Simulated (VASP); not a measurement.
Input of a VASP 6.6.1 run:

The input INCAR:

```
ALGO = Normal
EDIFF = 1E-6
ENCUT = 1000
GGA = PE
GGA_COMPAT = F
ISIF = 2
ISMEAR = 0
ISPIN = 2
LASPH = T
LCHARG = F
LORBIT = 11
LREAL = F
LWAVE = F
MAGMOM = 0.5 0.5
NBANDS = 19
NELM = 200
PREC = Accurate
SIGMA = 0.05
```

KPOINTS

```
k-points
0
Gamma
  1 1 15
```

The input POSCAR:

```
SrO
1.0
   10.1000000000      0.0000000000      0.0000000000
    0.0000000000      9.3000000000      0.0000000000
    0.0000000000      0.0000000000      4.3028013227
Sr O
1 1
Direct
    0.4729804072      0.5000000000      0.0000000000
    0.5270195928      0.5000000000      0.5000000000
```

Potentials or basis: VASP PAW PBE potentials, release 64 (Sr_sv, O_h).

Launch:

```bash
$ cat potpaw_PBE.64/Sr_sv/POTCAR potpaw_PBE.64/O_h/POTCAR > POTCAR
$ mpirun -np 1 vasp_std > vasp.out
```

**Question.** Estimate the largest force.

**Answer.** 0.090 eV/Å.

**Question.** Predict the net moment.

**Answer.** 0.00 μB per cell.

**Question.** Estimate the band gap on the k mesh.

**Answer.** 1.04 eV (least direct gap 1.05 eV).

Forces in eV/Å, atoms in the order of the input:
```
Sr  -0.090  0.000  0.000
O    0.090  0.000  0.000
```
